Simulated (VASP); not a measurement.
Set up this calculation in VASP 6.6.1, as the native input.

* Task: single point
* Functional: PBEsol
* Potentials or basis: VASP PAW PBE potentials, release 64 (Mo_sv)
* Cutoff: 520 eV
* k mesh: 12 × 12 × 11
* Occupations: methfessel-paxton, width 0.15 eV
* Spin: no spin polarisation
* Dipole correction: no
* Further INCAR settings: ALGO = Normal; EDIFF = 1e-07; NBANDS = 13

The structure of Mo lies in POSCAR:

```
Mo
1.0
    2.6985391166      0.0000000000      0.0000000000
   -1.3492695583      2.3370032778      0.0000000000
    0.0000000000      0.0000000000      2.5206472937
Mo
1
Direct
    0.0000000000      0.0000000000      0.5000000000
```

The input as run:

INCAR

```
  ALGO = Normal
  EDIFF = 1E-7
  ENCUT = 520
  GGA = PS
  ISIF = 2
  ISMEAR = 1
  LASPH = T
  LCHARG = F
  LREAL = F
  LWAVE = F
  NBANDS = 13
  NELM = 100
  PREC = Accurate
  SIGMA = 0.15
```

KPOINTS

```
k-points
0
Gamma
  12 12 11
```

Potentials or basis: VASP PAW PBE potentials, release 64 (Mo_sv).

Launch:

```console
$ cat potpaw_PBE.64/Mo_sv/POTCAR > POTCAR
$ mpirun -np 1 vasp_std > vasp.out
```

Results of the run:

```yaml
Pressure: 5.0 GPa
Band_gap_on_the_k_mesh: zero (band 7 reaches 13.07 eV, above the bottom of band 8 at 11.09 eV)
```

Caveat: the PAW data sets were made with another functional, which shifts forces and pressure a little.

It took 20 s on 1 thread of AMD EPYC 7R43 64-Core Processor (Zen 3), with other jobs on the host, peak memory 0.1 GiB.
